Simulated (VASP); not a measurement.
A run of VASP 6.6.1 is set up as follows.

The input INCAR:

```
SYSTEM = PbS
ALGO = Normal
EDIFF = 1E-6
ENCUT = 520
GGA = PS
ISIF = 2
ISMEAR = 0
LASPH = .True.
LCHARG = .False.
LREAL = .False.
LWAVE = .False.
NBANDS = 17
NELM = 60
PREC = Accurate
SIGMA = 0.05
```

KPOINTS

```
k-points
0
Gamma
  10 10 10
  0 0 0
```

Contents of POSCAR:

```
PbS
1.0
    0.0000000000      2.9659144550      2.9659144550
    2.9659144550      0.0000000000      2.9659144550
    2.9659144550      2.9659144550      0.0000000000
Pb S
1 1
Direct
    0.5000000000      0.5000000000      0.5000000000
    0.0000000000      0.0000000000      0.0000000000
```

Potentials or basis: VASP PAW PBE potentials, release 64 (Pb_d, S).

Command:

```sh
$ cat potpaw_PBE.64/Pb_d/POTCAR potpaw_PBE.64/S/POTCAR > POTCAR
$ mpirun -np 1 vasp_std > vasp.out
```

What does it give for the band gap on the k mesh?

0.25 eV, direct.

Estimate the pressure.

-0.9 GPa.

Caveat: the PAW data sets were made with another functional, which shifts forces and pressure a little; spin-orbit coupling is left out, which moves the levels of the heavy elements. A k mesh can miss the band edges.
